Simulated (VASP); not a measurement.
Wanted: the native input for a VASP 6.6.1 run.

```
Task                   : single point
Functional             : PBEsol
Potentials or basis    : VASP PAW PBE potentials, release 64 (Ti_sv)
Cutoff                 : 520 eV
k mesh                 : 20 × 20 × 11
Occupations            : fermi-dirac, width 0.1 eV
Spin                   : no spin polarisation
Dipole correction      : no
Further INCAR settings : ALGO = Normal; EDIFF = 1e-06; NBANDS = 19
```

The structure of Ti lies in POSCAR:

```
Ti
1.0
    2.8617466466      0.0000000000      0.0000000000
   -1.4308733233      2.4783452951      0.0000000000
    0.0000000000      0.0000000000      4.5331950177
Ti
2
Direct
    0.3333333333      0.6666666667      0.2500000000
    0.6666666667      0.3333333333      0.7500000000
```

This cell differs from its parent crystal: volume scaled by 0.96.

These files were run (other wordings do the same):

INCAR

```
SYSTEM = Ti
PREC = Accurate ; ENCUT = 520
EDIFF = 1E-6 ; ISMEAR = -1
SIGMA = 0.1 ; LREAL = .FALSE.
LASPH = .TRUE. ; NELM = 100
ALGO = Normal ; ISIF = 2
LWAVE = .FALSE. ; LCHARG = .FALSE.
GGA = PS ; NBANDS = 19
```

KPOINTS

```
Automatic mesh
0
G
  20 20 11
  0 0 0
```

Potentials or basis: VASP PAW PBE potentials, release 64 (Ti_sv).

The run is started by

```bash
$ cat potpaw_PBE.64/Ti_sv/POTCAR > POTCAR
$ mpirun -np 1 vasp_std > vasp.out
```

It gave:

```json
{
  "Pressure": "4.9 GPa",
  "Band gap on the k mesh": "zero (band 12 reaches 9.89 eV, above the bottom of band 13 at 8.77 eV)"
}
```

Caveat: the PAW data sets were made with another functional, which shifts forces and pressure a little.

Run time: 83 s on 1 thread of Intel Xeon 6975P-C, with other jobs on the host, peak memory 0.26 GiB.
